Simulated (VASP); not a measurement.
Runs of VASP 6.6.1 on Pb. The structure is that of space group P6_3/mmc (No. 194), or close to it. The cells are those of the table. This isn't the form of Pb at room conditions, which is fcc.

```tsv
cell	gap on the mesh (eV)	pressure (GPa)
a = 3.619, b = 3.619, c = 5.590 Å, angles 90.0, 90.0, 120.0°, 2 atoms	none	-0.8
a = 3.758, b = 3.758, c = 5.590 Å, angles 90.0, 90.0, 120.0°, 2 atoms	none	-3.1
a = 3.619, b = 3.619, c = 5.814 Å, angles 90.0, 90.0, 120.0°, 2 atoms	none	(a)
a = 3.758, b = 3.758, c = 5.366 Å, angles 90.0, 90.0, 120.0°, 2 atoms	none	-1.6
```

Alike in all rows: task single point; level r2SCAN; potentials or basis VASP PAW PBE potentials, release 64 (Pb_d); no spin polarisation; k mesh 18 × 18 × 10; cutoff (eV) 520; smearing gaussian 0.15 eV.

Task: Fill in the values left out.

Result: (a) -2.3.

Caveats: the PAW data sets were made with another functional, which shifts forces and pressure a little; spin-orbit coupling is left out, which moves the levels of the heavy elements; the cell stands under tension (at least some runs).

A k mesh can miss the band edges, and the runs leave out spin-orbit coupling on Pb.

A gap of «none» marks levels without a gap at the run's occupations.
